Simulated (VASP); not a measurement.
Here is a VASP 6.6.1 calculation.

File INCAR:

```
SYSTEM = GaTc
PREC = Accurate
ENCUT = 500
EDIFF = 1E-6
ISMEAR = -1
SIGMA = 0.1
LREAL = .FALSE.
LASPH = .TRUE.
NELM = 120
ALGO = Normal
ISIF = 2
LWAVE = .FALSE.
LCHARG = .FALSE.
NBANDS = 20
GGA_COMPAT = .FALSE.
```

Contents of KPOINTS:

```
Automatic mesh
0
G
  12 12 7
  0 0 0
```

File POSCAR:

```
GaTc
1.0
    2.8588700000      0.0000000000      0.0000000000
   -1.4294350000      2.4758540000      0.0000000000
    0.0000000000      0.0000000000      4.0762940000
Ga Tc
1 1
Direct
    0.6666666667      0.3333333333      0.5000000000
    0.3333333333      0.6666666667      0.0000000000
```

Potentials or basis: VASP PAW LDA potentials, release 64 (Ga_d, Tc_pv).

Launch:

```sh
$ cat potpaw_LDA.64/Ga_d/POTCAR potpaw_LDA.64/Tc_pv/POTCAR > POTCAR
$ mpirun -np 1 vasp_std > vasp.out
```

(1) Estimate the band gap on the k mesh.

(2) What does it give for the pressure?

Results:

(1) zero (band 13 reaches 10.18 eV, above the bottom of band 14 at 9.59 eV).

(2) -6.8 GPa.
